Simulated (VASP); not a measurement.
Set up this calculation in VASP 6.6.1, as the native input.

```yaml
Task: single point
Functional: PBEsol
Potentials_or_basis: VASP PAW PBE potentials, release 64 (S)
Cutoff: 520 eV
k_mesh: 8 × 8 × 14
Occupations: gaussian, width 0.1 eV
Spin: no spin polarisation
Dipole_correction: no
Further_INCAR_settings: ALGO = Fast; EDIFF = 1e-07; NBANDS = 20
```

The structure of S lies in POSCAR:

```
S
1.0
    5.7128034792      0.0000000000      0.0000000000
    0.0000000000      5.7128034792      0.0000000000
    0.0000000000      0.0000000000      3.2331326295
S
4
Direct
    0.8958447101      0.8958447101      0.5000000000
    0.1041552899      0.1041552899      0.5000000000
    0.3958447101      0.6041552899      0.0000000000
    0.6041552899      0.3958447101      0.0000000000
```

This cell differs from its parent crystal: strained.

One way to write it, as run:

INCAR

```
PREC     = Accurate       # precision mode
ENCUT    = 520            # plane-wave cutoff, eV
EDIFF    = 1E-7           # SCF threshold, eV
ISMEAR   = 0              # smearing method
SIGMA    = 0.1            # smearing width, eV
LREAL    = F              # projectors in reciprocal space
LASPH    = T              # aspherical terms in the spheres
NELM     = 60             # most SCF steps
ALGO     = Fast           # electronic algorithm
ISIF     = 2              # what is computed and relaxed
LWAVE    = F              # write WAVECAR
LCHARG   = T              # write CHGCAR
GGA      = PS             # functional
LELF     = T              # ELF
LVHAR    = T            
NBANDS   = 20             # bands
```

KPOINTS

```
regular mesh
0
Gamma
  8 8 14
```

Potentials or basis: VASP PAW PBE potentials, release 64 (S).

Run with:

```console
$ cat potpaw_PBE.64/S/POTCAR > POTCAR
$ mpirun -np 1 vasp_std > vasp.out
```

It gave:

| Quantity | Value |
| --- | --- |
| Pressure | 14.2 GPa |
| Largest force | 10.612 eV/Å |
| Band gap on the k mesh | zero (bands 12 and 13 overlap by 1.78 eV) |

Caveat: the cell differs from its parent crystal (strained); the stress differs along the axes, from -7 to 25 GPa; this functional lacks dispersion, which holds the molecules together, so the pressure and a relaxed volume are unreliable; the PAW data sets were made with another functional, which shifts forces and pressure a little.

It took 6 min on 1 thread of Oxide Virtual Turin-like Processor, on a shared host, peak memory 0.27 GiB.
